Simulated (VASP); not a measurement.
# Ta19Cu in VASP: single point with PBE

Aim: the single point of Ta19Cu with PBE.

Program: VASP 6.6.1. These are calculated values, not measurements. Logs are shortened: lines on timing, memory, paths and dates and some standing lists are left out, and cuts for length are marked.

**1. The cell of the first run**

The cell holds a slab with vacuum, 20 atoms: a = 5.749 Å, b = 5.749 Å, c = 21.387 Å, α = 90.00°, β = 90.00°, γ = 109.47°.

**2. Single point, PBE**

INCAR

```
PREC = Accurate ; ENCUT = 520
EDIFF = 1E-6 ; ISMEAR = 1
SIGMA = 0.1 ; LREAL = False
LASPH = True ; NELM = 120
ALGO = Normal ; ISIF = 2
LWAVE = False ; LCHARG = False
LDIPOL = True ; IDIPOL = 3
DIPOL = 0.5 0.5 0.500 ; GGA = PE
NBANDS = 126 ; GGA_COMPAT = False
NELMDL = -8
```

KPOINTS

```
regular mesh
0
Gamma
  5 5 1
```

POSCAR

```
Ta19Cu
1.0
    5.7485781887      0.0000000147      0.0000000000
   -1.9161927495      5.4198114855      0.0000000000
    0.0000000000      0.0000000000     21.3873474299
Ta Cu
19 1
Direct
    0.0009254959      0.0009254959      0.2871614144
   -0.0009578206      0.5009578206      0.2869667444
    0.5009578206     -0.0009578206      0.2869667444
    0.4990745041      0.4990745041      0.2871614144
    0.2500000000      0.2500000000      0.3917599145
    0.2500000000      0.7500000000      0.3926065085
    0.7500000000      0.2500000000      0.3926065085
    0.7500000000      0.7500000000      0.3923665319
    0.4965567821      0.4965567821      0.5008168672
    0.4999477842      0.0000522158      0.5011435367
    1.0000522158      0.4999477842      0.5011435367
    0.0034432179      0.0034432179      0.5008168672
    0.7500000000      0.2500000000      0.6095748470
    0.2500000000      0.7500000000      0.6095748470
    0.2500000000      0.2500000000      0.6084828280
   -0.0068321707     -0.0068321707      0.7095362706
    0.0041727486      0.4958272514      0.7139625490
    0.4958272514      0.0041727486      0.7139625490
    0.5068321707      0.5068321707      0.7095362706
    0.7500000000      0.7500000000      0.6038532498
```

Potentials or basis: VASP PAW PBE potentials, release 64 (Ta_pv, Cu).

The run is started by

```
> cat potpaw_PBE.64/Ta_pv/POTCAR potpaw_PBE.64/Cu/POTCAR > POTCAR
> mpirun -np 1 vasp_std > vasp.out
```

OUTCAR:

```text
PREC = Accurate
   ENCUT = 520
   EDIFF = 1E-6
   ISMEAR = 1
   LREAL = False
   LASPH = True
   NELM = 120
   ISIF = 2
   GGA = PE
   NELMDL = -8

 ion  position               nearest neighbor table
   1  0.001  0.001  0.287-   5 2.78   8 2.80   2 2.87   3 2.87   2 2.88   3 2.88   7 3.25   6 3.25
                             4 3.31   4 3.33
   2  0.999  0.501  0.287-   7 2.80   6 2.80   1 2.87   4 2.87   1 2.88   4 2.88   8 3.25   5 3.25
                             3 3.32   3 3.32
   3  0.501  0.999  0.287-   7 2.80   6 2.80   4 2.87   1 2.87   4 2.88   1 2.88   8 3.25   5 3.25
                             2 3.32   2 3.32
   4  0.499  0.499  0.287-   5 2.78   8 2.80   3 2.87   2 2.87   3 2.88   2 2.88   7 3.25   6 3.25
                             1 3.31   1 3.33
   5  0.250  0.250  0.392-   1 2.78   4 2.78   9 2.85  12 2.85   6 2.87   6 2.87   7 2.87   7 2.87
                             3 3.25   2 3.25  11 3.31  10 3.31   8 3.32   8 3.32
   6  0.250  0.750  0.393-   2 2.80   3 2.80  10 2.85  11 2.85   8 2.87   8 2.87   5 2.87   5 2.87
                             1 3.25   4 3.25   9 3.30  12 3.30   7 3.32   7 3.32
   7  0.750  0.250  0.393-   2 2.80   3 2.80  10 2.85  11 2.85   8 2.87   8 2.87   5 2.87   5 2.87
                             1 3.25   4 3.25   9 3.30  12 3.30   6 3.32   6 3.32
   8  0.750  0.750  0.392-   1 2.80   4 2.80   9 2.87  12 2.87   7 2.87   7 2.87   6 2.87   6 2.87
                             3 3.25   2 3.25  11 3.30  10 3.30   5 3.32   5 3.32
   9  0.497  0.497  0.501-  20 2.77  15 2.83   5 2.85  10 2.86  11 2.86   8 2.87  10 2.89  11 2.89
                            12 3.27   6 3.30   7 3.30  14 3.30  13 3.30  12 3.36
  10  0.500  0.000  0.501-  13 2.85  14 2.85   6 2.85   7 2.85   9 2.86  12 2.86   9 2.89  12 2.89
                            15 3.28   8 3.30   5 3.31  11 3.32  11 3.32
  11  0.000  0.500  0.501-  13 2.85  14 2.85   6 2.85   7 2.85  12 2.86   9 2.86  12 2.89   9 2.89
                            15 3.28   8 3.30   5 3.31  10 3.32  10 3.32
  12  0.003  0.003  0.501-  20 2.77  15 2.83   5 2.85  11 2.86  10 2.86   8 2.87  11 2.89  10 2.89
                             9 3.27   6 3.30   7 3.30  14 3.30  13 3.30   9 3.36
  13  0.750  0.250  0.610-  17 2.78  18 2.78  10 2.85  11 2.85  15 2.87  15 2.87  20 2.88  20 2.88
                            19 3.17  16 3.17   9 3.30  12 3.30  14 3.32  14 3.32
  14  0.250  0.750  0.610-  17 2.78  18 2.78  10 2.85  11 2.85  15 2.87  15 2.87  20 2.88  20 2.88
                            19 3.17  16 3.17   9 3.30  12 3.30  13 3.32  13 3.32
  15  0.250  0.250  0.608-  16 2.75  19 2.75   9 2.83  12 2.83  14 2.87  14 2.87  13 2.87  13 2.87
                            18 3.23  17 3.23  11 3.28  10 3.28
  16  0.993  0.993  0.710-  15 2.75  20 2.78  17 2.87  18 2.87  17 2.88  18 2.88  13 3.17  14 3.17
                            19 3.23  19 3.41
  17  0.004  0.496  0.714-  14 2.78  13 2.78  16 2.87  19 2.87  16 2.88  19 2.88  15 3.23  18 3.32
                            18 3.32
  18  0.496  0.004  0.714-  14 2.78  13 2.78  19 2.87  16 2.87  19 2.88  16 2.88  15 3.23  17 3.32
                            17 3.32
  19  0.507  0.507  0.710-  15 2.75  20 2.78  18 2.87  17 2.87  18 2.88  17 2.88  13 3.17  14 3.17
                            16 3.23  16 3.41
  20  0.750  0.750  0.604-   9 2.77  12 2.77  16 2.78  19 2.78  13 2.88  13 2.88  14 2.88  14 2.88

  LATTYP: Found a base centered orthorhombic cell.
 ALAT       =     6.6378863241
 B/A-ratio  =     1.4142135641
 C/A-ratio  =     3.2220117046

  Lattice vectors:

 A1 = (   5.7485781887,   0.0000000147,   0.0000000000)
 A2 = (  -1.9161927495,   5.4198114855,   0.0000000000)
 A3 = (   0.0000000000,   0.0000000000,  21.3873474299)

Analysis of symmetry for initial positions (statically):
=====================================================================
 Subroutine PRICEL returns:
 Original cell was already a primitive cell.

 Routine SETGRP: Setting up the symmetry group for a
 base centered orthorhombic supercell.

 Subroutine GETGRP returns: Found  4 space group operations
 (whereof  2 operations were pure point group operations)
 out of a pool of  8 trial point group operations.

The static configuration has the point symmetry C_1h.
 The point group associated with its full space group is C_2v.

Analysis of symmetry for dynamics (positions and initial velocities):
=====================================================================
 Subroutine PRICEL returns:
 Original cell was already a primitive cell.

 Routine SETGRP: Setting up the symmetry group for a
 base centered orthorhombic supercell.

 Subroutine GETGRP returns: Found  4 space group operations
 (whereof  2 operations were pure point group operations)
 out of a pool of  8 trial point group operations.

The dynamic configuration has the point symmetry C_1h.
 The point group associated with its full space group is C_2v.

 Subroutine INISYM returns: Found  4 space group operations
 (whereof  2 operations are pure point group operations),
 and found     1 'primitive' translations

----------------------------------------------------------------------------------------

                                     Primitive cell

  volume of cell :     666.3487

  direct lattice vectors                    reciprocal lattice vectors
     5.748578189  0.000000015  0.000000000     0.173956058  0.061502755  0.000000000
    -1.916192749  5.419811486  0.000000000    -0.000000000  0.184508262  0.000000000
[... 51 lines left out ...]

 KPOINTS: regular mesh

Automatic generation of k-mesh.
 Grid dimensions read from file:
 generate k-points for:    5    5    1

 Generating k-lattice:

  Cartesian coordinates                     Fractional coordinates (reciprocal lattice)
     0.034791212  0.012300551  0.000000000     0.200000000 -0.000000000  0.000000000
    -0.000000000  0.036901652  0.000000000     0.000000000  0.200000000  0.000000000
     0.000000000  0.000000000  0.046756616     0.000000000  0.000000000  1.000000000

  Length of vectors
     0.036901652  0.036901652  0.046756616

  Shift w.r.t. Gamma in fractional coordinates (k-lattice)
     0.000000000  0.000000000  0.000000000

 Subroutine IBZKPT returns following result:
 ===========================================

 Found      9 irreducible k-points:

 Following reciprocal coordinates:
            Coordinates               Weight
  0.000000  0.000000  0.000000      1.000000
  0.200000  0.000000  0.000000      4.000000
  0.400000  0.000000  0.000000      4.000000
  0.200000  0.200000  0.000000      2.000000
  0.400000  0.200000  0.000000      4.000000
 -0.400000  0.200000  0.000000      4.000000
 -0.200000  0.200000  0.000000      2.000000
  0.400000  0.400000  0.000000      2.000000
 -0.400000  0.400000  0.000000      2.000000
   k-points           NKPTS =      9   k-points in BZ     NKDIM =      9   number of bands    NBANDS=    126
   number of dos      NEDOS =    301   number of ions     NIONS =     20
   total plane-waves  NPLWV = 368640
   dimension x,y,z NGX =    48 NGY =   48 NGZ =  160
   dimension x,y,z NGXF=    96 NGYF=   96 NGZF=  320
   ions per type =              19   1
   NGX,Y,Z   is equivalent  to a cutoff of  13.88, 13.88, 12.44 a.u.
   NGXF,Y,Z  is equivalent  to a cutoff of  27.76, 27.76, 24.87 a.u.
 SYSTEM =  unknown system
   PREC   = accura    normal or accurate (medium, high low for compatibility)
   ISTART =      0    job   : 0-new  1-cont  2-samecut
   ICHARG =      2    charge: 1-file 2-atom 10-const
   ISPIN  =      1    spin polarized calculation?
   LNONCOLLINEAR =      F non collinear calculations
   LSORBIT =      F    spin-orbit coupling
   LASPH  =      T    aspherical Exc in radial PAW
   ENCUT  =  520.0 eV  38.22 Ry    6.18 a.u.  10.69 10.69 39.77*2*pi/ulx,y,z
   NELM   =    120;   NELMIN=  2; NELMDL= -8     # of ELM steps
   EDIFF  = 0.1E-05   stopping-criterion for ELM
   LREAL  =      F    real-space projection
   EDIFFG = 0.1E-04   stopping-criterion for IOM
   NSW    =      0    number of steps for IOM
   IBRION =     -1    ionic relax: 0-MD 1-quasi-New 2-CG
   NFREE  =      0    steps in history (QN), initial steepest desc. (CG)
   ISIF   =      2    stress and relaxation
   ISYM   =      2    0-nonsym 1-usesym 2-fastsym
   POTIM  = 0.5000    time-step for ionic-motion
   TEBEG  =    0.0;   TEEND  =   0.0 temperature during run
   PSTRESS=    0.0 pullay stress
   NELECT =     220.0000    total number of electrons
   NUPDOWN=      -1.0000    fix difference up-down
   EMIN   =  10.00;   EMAX   =-10.00  energy-range for DOS
   EFERMI =   0.00;   METHOD = LEGACY
   ISMEAR =     1;   SIGMA  =   0.10  broadening in eV -4-tet -1-fermi 0-gaus
   EFERMI_NEDOS =   21; number of points for ismear=-14 and -15
   IALGO  =     38    algorithm
   IMIX   =      4    mixing-type and parameters
     AMIX     =   0.40;   BMIX     =  1.00
     AMIX_MAG =   1.60;   BMIX_MAG =  1.00
  volume/ion in A,a.u.               =      33.32       224.84
  Fermi-wavevector in a.u.,A,eV,Ry     =   1.131484  2.138195 17.418951  1.280257
  Thomas-Fermi vector in A             =   2.268183
   LORBIT       =      0    0 simple, 1 ext, 2 COOP (PROOUT), +10 PAW based schemes
   GGA     = PE    functional components
   LHFCALC =     F    Hartree Fock is set to
   AEXX    =    0.0000 exact exchange contribution
   IVDW    =     0    specifies the selected vdW correction
   LEPSILON=     F    determine dielectric tensor
   LRPA    =     F    only Hartree local field effects (RPA)
 non-spin polarized calculation
 Methfessel and Paxton  Order N= 1 SIGMA  =   0.10
  energy-cutoff  :      520.00
  volume of cell :      666.35
 maximum number of plane-waves:     17988
 NGX is ok and might be reduce to    48
   NGX = 21   NGY = 21   NGZ = 79

 dipolmoment           0.000000      0.000000     -0.011838 electrons x Angstroem

 number of electron     219.9999989 magnetization

 dipolmoment           0.000000      0.000000      0.001529 electrons x Angstroem

 Free energy of the ion-electron system (eV)
  ---------------------------------------------------
  ext. energy  EPLUGINS =         0.00000000
  ---------------------------------------------------
  free energy    TOTEN  =      -217.96533181 eV

  energy without entropy =     -217.96816792  energy(sigma->0) =     -217.96627718

 E-fermi :   0.9349     XC(G=0):  -7.7201

 val. band max:        0.9271046064   @ k =   0.4000   0.0000   0.0000
 cond. band min:       0.9430826431   @ k =  -0.2000   0.2000   0.0000
 fundamental gap:      0.0159780366
 Fermi energy:         0.9349204102

 k-point     1 :       0.0000    0.0000    0.0000
  band No.  band energies     occupation
      1     -33.5662      2.00000
      2     -33.5447      2.00000
      3     -33.5396      2.00000
      4     -33.5196      2.00000
      5     -33.5093      2.00000
      6     -33.5060      2.00000
[... 1114 lines left out ...]
    121       1.9727     -0.00000
    122       2.1504     -0.00000
 [bands above 122 left out]

------------------------ aborting loop because EDIFF is reached ----------------------------------------

 vacuum level on the upper side and lower side of the slab       (xc-potential included)        -0.357        -0.379

  FORCE on cell =-STRESS in cart. coord.  units (eV):
  Direction    XX          YY          ZZ          XY          YZ          ZX
  --------------------------------------------------------------------------------------
  -------------------------------------------------------------------------------------
  Total      -13.2081916    -12.7626804     -0.3777535      0.6300480      0.0000000      0.0000000
  in kB      -31.7579451    -30.6867522     -0.9082753      1.5148954      0.0000000      0.0000000
  external PRESSURE =     -21.1176575 kB  Pullay stress =       0.0000000 kB

 VOLUME and BASIS-vectors are now :
 -----------------------------------------------------------------------------
  energy-cutoff  :      520.00
  volume of cell :      666.35
      direct lattice vectors                 reciprocal lattice vectors
     5.748578189  0.000000015  0.000000000     0.173956058  0.061502755  0.000000000
    -1.916192749  5.419811486  0.000000000    -0.000000000  0.184508262  0.000000000
     0.000000000  0.000000000 21.387347430     0.000000000  0.000000000  0.046756616

 POSITION                                       TOTAL-FORCE (eV/Angst)
 -----------------------------------------------------------------------------------
      0.00355      0.00502      6.14162         0.000619      0.000875      0.031751
      4.78314      2.71510      6.13746         0.004128     -0.002919      0.018203
      0.96544      5.41462      6.13746        -0.004128      0.002919      0.018203
      1.91265      2.70489      6.14162        -0.000619     -0.000875      0.031751
      0.95810      1.35495      8.37871        -0.000000      0.000000     -0.029587
     -0.00000      4.06486      8.39681        -0.000000     -0.000000     -0.021886
[... 12 lines left out ...]
      1.94238      2.74693     15.17510         0.022927      0.032423     -0.027829
      2.87429      4.06486     12.91482        -0.000000      0.000000     -0.013552
 -----------------------------------------------------------------------------------
    total drift:                                0.000000      0.000000     -0.000841

  FREE ENERGIE OF THE ION-ELECTRON SYSTEM (eV)
  ---------------------------------------------------
  free  energy   TOTEN  =      -217.9653318062 eV

  energy  without entropy=     -217.9681679155  energy(sigma->0) =     -217.96627718

 vacuum level on the upper side and lower side of the slab         5.377         5.354
```

It took 74 min on 1 thread of Intel Xeon 6975P-C (Granite Rapids), shared host; peak memory 1 GiB.

What came out:

```
Free energy            : -217.9653 eV
Largest force          : 0.048 eV/Å
Band gap on the k mesh : zero (bands 110 and 111 overlap by 0.67 eV)
```

Forces in eV/Å, atoms in the order of the input:
```
Ta   0.001  0.001  0.032
Ta   0.004 -0.003  0.018
Ta  -0.004  0.003  0.018
Ta  -0.001 -0.001  0.032
Ta   0.000  0.000 -0.030
Ta   0.000  0.000 -0.022
Ta   0.000  0.000 -0.022
Ta   0.000  0.000 -0.005
Ta   0.002  0.003 -0.004
Ta  -0.027  0.019 -0.026
Ta   0.027 -0.019 -0.026
Ta  -0.002 -0.003 -0.004
Ta   0.000  0.000  0.038
Ta   0.000  0.000  0.038
Ta   0.000  0.000 -0.002
Ta  -0.023 -0.032 -0.028
Ta  -0.008  0.005  0.016
Ta   0.008 -0.005  0.016
Ta   0.023  0.032 -0.028
Cu   0.000  0.000 -0.014
```

Caveat: spin-orbit coupling is left out, which moves the levels of the heavy elements.
